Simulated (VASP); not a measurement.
Crystal: Cd.

```
Cd
1.0
     3.03729    0.00000    0.00000
    -1.51865    2.63037    0.00000
     0.00000    0.00000    5.72783
Cd
2
Direct
  0.66667 0.33333 0.75000
  0.33333 0.66667 0.25000
```

This cell differs from its parent crystal: volume scaled by 1.06.

Program: VASP 6.6.1. Alike in all runs: task single point; no spin polarisation; cell as given; k mesh 10 × 10 × 5; cutoff (eV) 520; smearing fermi-dirac 0.05 eV.

Q: Order these runs on this cell by their pressure, lowest first.
A. level LDA; potentials or basis VASP PAW LDA potentials, release 64 (Cd)
B. level PBE; potentials or basis VASP PAW PBE potentials, release 64 (Cd)
C. level PBEsol; potentials or basis VASP PAW PBE potentials, release 64 (Cd)

A: A (-6.3 GPa), C (-3.9 GPa), B (0.0 GPa).

Caveats: the PAW data sets were made with another functional, which shifts forces and pressure a little (some runs).
